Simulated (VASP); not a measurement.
# MgO in VASP: notebook

MgO is run at these levels: r2SCAN, PBE; tasks: single point.

Everything below comes from runs of VASP 6.6.1. Logs are shortened: lines on timing, memory, paths and dates and some standing lists are left out, and cuts for length are marked.

## (1) The cell of the first run

Symmetry: F-43m, No. 216, cubic system. The conventional cell has a = 4.503 Å, b = 4.503 Å, c = 4.503 Å, α = 90.00°, β = 90.00°, γ = 90.00°. Within 2.6 Å of Mg (site symmetry -43m) lie 4 O at 1.95 Å. Within 2.6 Å of O (site symmetry -43m) lie 4 Mg at 1.95 Å.

## (2) Single point, r2SCAN (strain -1.3%)

POSCAR reads:

```
MgO
1.0
    0.0000000000      2.2516549871      2.2516549871
    2.2516549871      0.0000000000      2.2516549871
    2.2516549871      2.2516549871      0.0000000000
Mg O
1 1
Direct
    0.0000000000      0.0000000000      0.0000000000
    0.2500000000      0.2500000000      0.2500000000
```

INCAR.step1 reads:

```
ALGO = Normal
EDIFF = 1E-4
ENCUT = 520
GGA = PE
ISMEAR = 0
LASPH = T
LCHARG = F
LREAL = F
LWAVE = T
NBANDS = 11
NELM = 100
PREC = Accurate
SIGMA = 0.01
```

INCAR.step2 reads:

```
ALGO = Normal
EDIFF = 1E-6
ENCUT = 520
ISIF = 2
ISMEAR = 0
ISTART = 1
LASPH = T
LCHARG = F
LMIXTAU = T
LREAL = F
LWAVE = F
METAGGA = R2SCAN
NBANDS = 11
NELM = 100
PREC = Accurate
SIGMA = 0.01
```

KPOINTS reads:

```
k-points
0
Gamma
  10 10 10
```

Potentials or basis: VASP PAW PBE potentials, release 64 (Mg, O).

The run is started by

```
$ cat potpaw_PBE.64/Mg/POTCAR potpaw_PBE.64/O/POTCAR > POTCAR
$ cp INCAR.step1 INCAR
$ mpirun -np 1 vasp_std > vasp.out
$ cp INCAR.step2 INCAR
$ mpirun -np 1 vasp_std > vasp.out
```

OUTCAR:

```text
EDIFF = 1E-6
   ENCUT = 520
   ISIF = 2
   ISMEAR = 0
   ISTART = 1
   LASPH = T
   LREAL = F
   METAGGA = R2SCAN
   NELM = 100
   PREC = Accurate

 ion  position               nearest neighbor table
   1  0.000  0.000  0.000-   2 1.95   2 1.95   2 1.95   2 1.95
   2  0.250  0.250  0.250-   1 1.95   1 1.95   1 1.95   1 1.95

  LATTYP: Found a face centered cubic cell.
 ALAT       =     4.5033099742

  Lattice vectors:

 A1 = (   0.0000000000,   2.2516549871,   2.2516549871)
 A2 = (   2.2516549871,   0.0000000000,   2.2516549871)
 A3 = (   2.2516549871,   2.2516549871,   0.0000000000)

Analysis of symmetry for initial positions (statically):
=====================================================================
 Subroutine PRICEL returns:
 Original cell was already a primitive cell.

 Routine SETGRP: Setting up the symmetry group for a
 face centered cubic supercell.

 Subroutine GETGRP returns: Found 24 space group operations
 (whereof 24 operations were pure point group operations)
 out of a pool of 48 trial point group operations.

The static configuration has the point symmetry T_d .

Analysis of symmetry for dynamics (positions and initial velocities):
=====================================================================
 Subroutine PRICEL returns:
 Original cell was already a primitive cell.

 Routine SETGRP: Setting up the symmetry group for a
 face centered cubic supercell.

 Subroutine GETGRP returns: Found 24 space group operations
 (whereof 24 operations were pure point group operations)
 out of a pool of 48 trial point group operations.

The dynamic configuration has the point symmetry T_d .

 Subroutine INISYM returns: Found 24 space group operations
 (whereof 24 operations are pure point group operations),
 and found     1 'primitive' translations

----------------------------------------------------------------------------------------

                                     Primitive cell

  volume of cell :      22.8316

  direct lattice vectors                    reciprocal lattice vectors
     0.000000000  2.251654987  2.251654987    -0.222058887  0.222058887  0.222058887
     2.251654987  0.000000000  2.251654987     0.222058887 -0.222058887  0.222058887
     2.251654987  2.251654987  0.000000000     0.222058887  0.222058887 -0.222058887

  length of vectors
     3.184321021  3.184321021  3.184321021     0.384617274  0.384617274  0.384617274

  position of ions in fractional coordinates (direct lattice)
     0.000000000  0.000000000  0.000000000
     0.250000000  0.250000000  0.250000000

  ion indices of the primitive-cell ions
   primitive index   ion index
                 1           1
                 2           2

----------------------------------------------------------------------------------------

 KPOINTS: k-points

Automatic generation of k-mesh.
 Grid dimensions read from file:
 generate k-points for:   10   10   10

 Generating k-lattice:

  Cartesian coordinates                     Fractional coordinates (reciprocal lattice)
    -0.022205889  0.022205889  0.022205889     0.100000000  0.000000000  0.000000000
     0.022205889 -0.022205889  0.022205889     0.000000000  0.100000000  0.000000000
     0.022205889  0.022205889 -0.022205889     0.000000000  0.000000000  0.100000000

  Length of vectors
     0.038461727  0.038461727  0.038461727

  Shift w.r.t. Gamma in fractional coordinates (k-lattice)
     0.000000000  0.000000000  0.000000000

 Subroutine IBZKPT returns following result:
 ===========================================

 Found     47 irreducible k-points:

 Following reciprocal coordinates:
            Coordinates               Weight
  0.000000  0.000000  0.000000      1.000000
  0.100000  0.000000  0.000000      8.000000
  0.200000  0.000000  0.000000      8.000000
  0.300000  0.000000  0.000000      8.000000
  0.400000  0.000000  0.000000      8.000000
  0.500000  0.000000  0.000000      4.000000
[... 16 lines left out ...]
  0.300000  0.300000  0.000000      6.000000
  0.400000  0.300000  0.000000     24.000000
 [... further k-points ...]
   k-points           NKPTS =     47   k-points in BZ     NKDIM =     47   number of bands    NBANDS=     11
   number of dos      NEDOS =    301   number of ions     NIONS =      2
   total plane-waves  NPLWV =  13824
   dimension x,y,z NGX =    24 NGY =   24 NGZ =   24
   dimension x,y,z NGXF=    48 NGYF=   48 NGZF=   48
   ions per type =               1   1
   NGX,Y,Z   is equivalent  to a cutoff of  12.53, 12.53, 12.53 a.u.
   NGXF,Y,Z  is equivalent  to a cutoff of  25.06, 25.06, 25.06 a.u.
 SYSTEM =  unknown system
   PREC   = accura    normal or accurate (medium, high low for compatibility)
   ISTART =      1    job   : 0-new  1-cont  2-samecut
   ICHARG =      0    charge: 1-file 2-atom 10-const
   ISPIN  =      1    spin polarized calculation?
   LNONCOLLINEAR =      F non collinear calculations
   LSORBIT =      F    spin-orbit coupling
   LASPH  =      T    aspherical Exc in radial PAW
   ENCUT  =  520.0 eV  38.22 Ry    6.18 a.u.   5.92  5.92  5.92*2*pi/ulx,y,z
   NELM   =    100;   NELMIN=  2; NELMDL=  0     # of ELM steps
   EDIFF  = 0.1E-05   stopping-criterion for ELM
   LREAL  =      F    real-space projection
   EDIFFG = 0.1E-04   stopping-criterion for IOM
   NSW    =      0    number of steps for IOM
   IBRION =     -1    ionic relax: 0-MD 1-quasi-New 2-CG
   NFREE  =      0    steps in history (QN), initial steepest desc. (CG)
   ISIF   =      2    stress and relaxation
   ISYM   =      2    0-nonsym 1-usesym 2-fastsym
   POTIM  = 0.5000    time-step for ionic-motion
   TEBEG  =    0.0;   TEEND  =   0.0 temperature during run
   PSTRESS=    0.0 pullay stress
   NELECT =       8.0000    total number of electrons
   NUPDOWN=      -1.0000    fix difference up-down
   EMIN   =  10.00;   EMAX   =-10.00  energy-range for DOS
   EFERMI =   0.00;   METHOD = LEGACY
   ISMEAR =     0;   SIGMA  =   0.01  broadening in eV -4-tet -1-fermi 0-gaus
   EFERMI_NEDOS =   21; number of points for ismear=-14 and -15
   IALGO  =     38    algorithm
   IMIX   =      4    mixing-type and parameters
     AMIX     =   0.40;   BMIX     =  1.00
     AMIX_MAG =   1.60;   BMIX_MAG =  1.00
  volume/ion in A,a.u.               =      11.42        77.04
  Fermi-wavevector in a.u.,A,eV,Ry     =   1.154143  2.181014 18.123589  1.332046
  Thomas-Fermi vector in A             =   2.290782
   LORBIT       =      0    0 simple, 1 ext, 2 COOP (PROOUT), +10 PAW based schemes
   METAGGA = R2SCAN    functional components
   LHFCALC =     F    Hartree Fock is set to
   AEXX    =    0.0000 exact exchange contribution
   IVDW    =     0    specifies the selected vdW correction
   LEPSILON=     F    determine dielectric tensor
   LRPA    =     F    only Hartree local field effects (RPA)
 non-spin polarized calculation
 Gauss-broadening in eV      SIGMA  =   0.01
  energy-cutoff  :      520.00
  volume of cell :       22.83
 maximum number of plane-waves:       636
   NGX = 11   NGY = 11   NGZ = 11

 number of electron       8.0000005 magnetization

 Free energy of the ion-electron system (eV)
  ---------------------------------------------------
  ext. energy  EPLUGINS =         0.00000000
  ---------------------------------------------------
  free energy    TOTEN  =       -15.84048370 eV

  energy without entropy =      -15.84048370  energy(sigma->0) =      -15.84048370

 E-fermi :   0.6818     XC(G=0): -10.3514

 val. band max:        0.5665972020   @ k =   0.0000   0.0000   0.0000
 cond. band min:       5.1330962468   @ k =   0.0000   0.0000   0.0000
 fundamental gap:      4.5664990448
 Fermi energy:         0.6817872596

 k-point     1 :       0.0000    0.0000    0.0000
  band No.  band energies     occupation
      1     -16.3831      2.00000
      2       0.5666      2.00000
      3       0.5666      2.00000
      4       0.5666      2.00000
      5       5.1331      0.00000
      6      18.9421      0.00000
      7      18.9421      0.00000
      8      18.9421      0.00000
      9      22.3558      0.00000
     10      22.3558      0.00000
     11      22.5664      0.00000

 k-point     2 :       0.1000    0.0000    0.0000
  band No.  band energies     occupation
      1     -16.3207      2.00000
      2       0.1077      2.00000
      3       0.5483      2.00000
      4       0.5483      2.00000
      5       5.6814      0.00000
      6      17.9879      0.00000
      7      18.9098      0.00000
      8      18.9098      0.00000
      9      20.9333      0.00000
     10      20.9333      0.00000
     11      21.9973      0.00000

 k-point     3 :       0.2000    0.0000    0.0000
  band No.  band energies     occupation
      1     -16.1527      2.00000
      2      -0.8213      2.00000
      3       0.5010      2.00000
      4       0.5011      2.00000
      5       6.8739      0.00000
      6      16.1073      0.00000
      7      18.2191      0.00000
      8      18.2191      0.00000
      9      20.9325      0.00000
     10      20.9325      0.00000
     11      21.5303      0.00000

 k-point     4 :       0.3000    0.0000    0.0000
  band No.  band energies     occupation
      1     -15.9361      2.00000
      2      -1.7159      2.00000
      3       0.4438      2.00000
      4       0.4438      2.00000
      5       8.2130      0.00000
      6      14.2089      0.00000
      7      17.2749      0.00000
      8      17.2749      0.00000
      9      21.4911      0.00000
     10      22.0465      0.00000
     11      22.0465      0.00000
[... 239 lines left out ...]
 k-point    22 :      -0.2000    0.2000    0.0000
  band No.  band energies     occupation
      1     -15.8648      2.00000
      2      -1.5622      2.00000
      3      -0.1483      2.00000
      4       0.4802      2.00000
      5       8.6293      0.00000
      6      14.1767      0.00000
      7      15.8386      0.00000
      8      17.3948      0.00000
      9      20.8035      0.00000
     10      23.1566      0.00000
     11      24.9394      0.00000

 k-point    23 :       0.3000    0.3000    0.0000
  band No.  band energies     occupation
      1     -15.7966      2.00000
      2      -1.5023      2.00000
      3       0.0526      2.00000
      4       0.0526      2.00000
      5       8.0929      0.00000
      6      13.7460      0.00000
      7      16.4414      0.00000
      8      18.6251      0.00000
      9      18.6251      0.00000
     10      25.0740      0.00000
     11      25.7077      0.00000

 k-point    24 :       0.4000    0.3000    0.0000
  band No.  band energies     occupation
      1     -15.6557      2.00000
      2      -1.7599      2.00000
      3      -0.1477      2.00000
      4      -0.0212      2.00000
      5       8.3116      0.00000
      6      13.3641      0.00000
      7      16.0815      0.00000
      8      18.4846      0.00000
      9      18.9482      0.00000
     10      25.7298      0.00000
     11      25.9302      0.00000

 [... further k-points ...]

------------------------ aborting loop because EDIFF is reached ----------------------------------------

  FORCE on cell =-STRESS in cart. coord.  units (eV):
  Direction    XX          YY          ZZ          XY          YZ          ZX
  --------------------------------------------------------------------------------------
  -------------------------------------------------------------------------------------
  Total        0.7119623      0.7119623      0.7119623      0.0000000      0.0000000      0.0000000
  in kB       49.9611070     49.9611070     49.9611070      0.0000000      0.0000000      0.0000000
  external PRESSURE =      49.9611070 kB  Pullay stress =       0.0000000 kB

 VOLUME and BASIS-vectors are now :
 -----------------------------------------------------------------------------
  energy-cutoff  :      520.00
  volume of cell :       22.83
      direct lattice vectors                 reciprocal lattice vectors
     0.000000000  2.251654987  2.251654987    -0.222058887  0.222058887  0.222058887
     2.251654987  0.000000000  2.251654987     0.222058887 -0.222058887  0.222058887
     2.251654987  2.251654987  0.000000000     0.222058887  0.222058887 -0.222058887

 POSITION                                       TOTAL-FORCE (eV/Angst)
 -----------------------------------------------------------------------------------
      0.00000      0.00000      0.00000        -0.000000     -0.000000     -0.000000
      1.12583      1.12583      1.12583         0.000000      0.000000      0.000000
 -----------------------------------------------------------------------------------
    total drift:                                0.000009      0.000009      0.000009

  FREE ENERGIE OF THE ION-ELECTRON SYSTEM (eV)
  ---------------------------------------------------
  free  energy   TOTEN  =       -15.8404836997 eV

  energy  without entropy=      -15.8404836997  energy(sigma->0) =      -15.84048370
```

Wall time 50 s (1 thread of Intel Xeon 8259CL, shared host); peak memory 0.15 GiB.

What came out:

```yaml
Free_energy: -15.8405 eV
Pressure: 5.0 GPa
Band_gap_on_the_k_mesh: 4.57 eV, direct
```

Caveat: the cell differs from its parent crystal (strain -1.3%); the PAW data sets were made with another functional, which shifts forces and pressure a little.

## (3) Single point, PBE (uniaxial x strain -2.3%)

INCAR reads:

```
SYSTEM = MgO
  PREC = Accurate
  ENCUT = 520
  EDIFF = 1E-7
  ISMEAR = -1
  SIGMA = 0.02
  LREAL = .False.
  LASPH = .True.
  NELM = 80
  ALGO = Normal
  ISIF = 2
  LWAVE = .False.
  LCHARG = .False.
  GGA = PE
  NBANDS = 11
```

KPOINTS reads:

```
regular mesh
0
Gamma
  10 10 10
  0 0 0
```

POSCAR reads:

```
MgO
1.0
    0.0000000000      2.2820056624      2.2820056624
    2.2297477327      0.0000000000      2.2820056624
    2.2297477327      2.2820056624      0.0000000000
Mg O
1 1
Direct
    0.0000000000      0.0000000000      0.0000000000
    0.2500000000      0.2500000000      0.2500000000
```

Potentials or basis: VASP PAW PBE potentials, release 64 (Mg, O).

The run is started by

```
$ cat potpaw_PBE.64/Mg/POTCAR potpaw_PBE.64/O/POTCAR > POTCAR
$ mpirun -np 1 vasp_std > vasp.out
```

OUTCAR:

```text
SYSTEM = MgO
   PREC = Accurate
   ENCUT = 520
   EDIFF = 1E-7
   ISMEAR = -1
   LREAL = .False.
   LASPH = .True.
   NELM = 80
   ISIF = 2
   GGA = PE

 ion  position               nearest neighbor table
   1  0.000  0.000  0.000-   2 1.96   2 1.96   2 1.96   2 1.96
   2  0.250  0.250  0.250-   1 1.96   1 1.96   1 1.96   1 1.96

  LATTYP: Found a body centered tetragonal cell.
 ALAT       =     3.2272433572
 C/A-ratio  =     1.3818280718

  Lattice vectors:

 A1 = (  -2.2297477327,   0.0000000000,  -2.2820056624)
 A2 = (  -2.2297477327,   0.0000000000,   2.2820056624)
 A3 = (   2.2297477327,   2.2820056624,   0.0000000000)

Analysis of symmetry for initial positions (statically):
=====================================================================
 Subroutine PRICEL returns:
 Original cell was already a primitive cell.

 Routine SETGRP: Setting up the symmetry group for a
 body centered tetragonal supercell.

 Subroutine GETGRP returns: Found  8 space group operations
 (whereof  8 operations were pure point group operations)
 out of a pool of 16 trial point group operations.

[... 171 lines left out ...]
      2       0.8949      2.00000
      3       0.8949      2.00000
      4       0.9410      2.00000
      5       4.6831      0.00000
      6      17.9827      0.00000
      7      17.9827      0.00000
      8      17.9894      0.00000
      9      21.0875      0.00000
     10      21.3580      0.00000
     11      21.3580      0.00000
[... 309 lines left out ...]
 k-point    24 :       0.4000    0.3000   -0.0000
  band No.  band energies     occupation
      1     -14.3417      2.00000
      2      -1.4240      2.00000
      3       0.2265      2.00000
      4       0.3636      2.00000
      5       7.8511      0.00000
      6      12.6543      0.00000
      7      15.0669      0.00000
      8      17.5455      0.00000
      9      18.0971      0.00000
     10      24.3415      0.00000
     11      25.0369      0.00000

 [... further k-points ...]

------------------------ aborting loop because EDIFF is reached ----------------------------------------

  FORCE on cell =-STRESS in cart. coord.  units (eV):
  Direction    XX          YY          ZZ          XY          YZ          ZX
  --------------------------------------------------------------------------------------
  -------------------------------------------------------------------------------------
  Total        1.0264811      0.9246483      0.9246483      0.0000000      0.0000000      0.0000000
  in kB       70.8177890     63.7922591     63.7922591      0.0000000      0.0000000      0.0000000
  external PRESSURE =      66.1341024 kB  Pullay stress =       0.0000000 kB

 VOLUME and BASIS-vectors are now :
 -----------------------------------------------------------------------------
  energy-cutoff  :      520.00
  volume of cell :       23.22
      direct lattice vectors                 reciprocal lattice vectors
     0.000000000  2.282005662  2.282005662    -0.224240614  0.219105504  0.219105504
     2.229747733  0.000000000  2.282005662     0.224240614 -0.219105504  0.219105504
     2.229747733  2.282005662  0.000000000     0.224240614  0.219105504 -0.219105504

 POSITION                                       TOTAL-FORCE (eV/Angst)
 -----------------------------------------------------------------------------------
      0.00000      0.00000      0.00000        -0.000000     -0.000000     -0.000000
      1.11487      1.14100      1.14100         0.000000      0.000000      0.000000
 -----------------------------------------------------------------------------------
    total drift:                               -0.000001     -0.000001     -0.000001

  FREE ENERGIE OF THE ION-ELECTRON SYSTEM (eV)
  ---------------------------------------------------
  free  energy   TOTEN  =       -11.6749025817 eV

  energy  without entropy=      -11.6749025817  energy(sigma->0) =      -11.67490258
```

stdout:

```text
POSCAR found type information on POSCAR MgO
 POSCAR found :  2 types and       2 ions
 scaLAPACK will be used
 LDA part: xc-table for (Slater+PW92), standard interpolation
 POSCAR, INCAR and KPOINTS ok, starting setup
 FFT: planning ... GRIDC
 FFT: planning ... GRID_SOFT
 FFT: planning ... GRID
 WAVECAR not read
 entering main loop
```

Run time: 24 s. Hardware: 1 thread of Intel Xeon 8259CL, shared host; peak memory 0.16 GiB.

What came out:

```yaml
Free_energy: -11.6749 eV
Pressure: 6.6 GPa
Band_gap_on_the_k_mesh: 3.74 eV, direct
```

Caveat: the cell differs from its parent crystal (uniaxial x strain -2.3%).
